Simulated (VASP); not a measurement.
Wanted: the native input for a VASP 6.6.1 run.

```
Task                   : single point
Functional             : LDA
Potentials or basis    : VASP PAW LDA potentials, release 64 (Si)
Cutoff                 : 520 eV
k mesh                 : 10 × 10 × 6
Occupations            : gaussian, width 0.05 eV
Spin                   : no spin polarisation
Dipole correction      : no
Further INCAR settings : ALGO = Normal; EDIFF = 1e-06; NBANDS = 16
```

The structure of Si lies in POSCAR:

```
Si
1.0
    0.0000000000     -2.7007989451     -2.7007989451
    0.0000000000      2.7007989451     -2.7007989451
    5.7797097425      0.0000000000      0.0000000000
Si
4
Direct
    0.5000000000      0.5000000000      0.0000000000
    0.0000000000      0.0000000000      0.5000000000
    0.0000000000      0.5000000000      0.2500000000
    0.5000000000      0.0000000000      0.7500000000
```

This cell differs from its parent crystal: mode 6 frozen in at +0.000 Å, normal strain along x +0.0700.

The input as run:

INCAR

```
PREC = Accurate
ENCUT = 520
EDIFF = 1E-6
ISMEAR = 0
SIGMA = 0.05
LREAL = False
LASPH = True
NELM = 80
ALGO = Normal
ISIF = 2
LWAVE = False
LCHARG = False
NBANDS = 16
```

KPOINTS

```
Automatic mesh
0
Gamma
  10 10 6
```

Potentials or basis: VASP PAW LDA potentials, release 64 (Si).

The run is started by

```sh
$ cat potpaw_LDA.64/Si/POTCAR > POTCAR
$ mpirun -np 1 vasp_std > vasp.out
```

Results of the run:

```
Pressure               : -5.7 GPa
Band gap on the k mesh : 0.20 eV
```

Caveat: the cell differs from its parent crystal (mode 6 frozen in at +0.000 Å, normal strain along x +0.0700).

Wall time 32 s on 1 thread of AMD EPYC 9R45 96-Core Processor (Zen 5), on a shared host, peak memory 0.17 GiB.
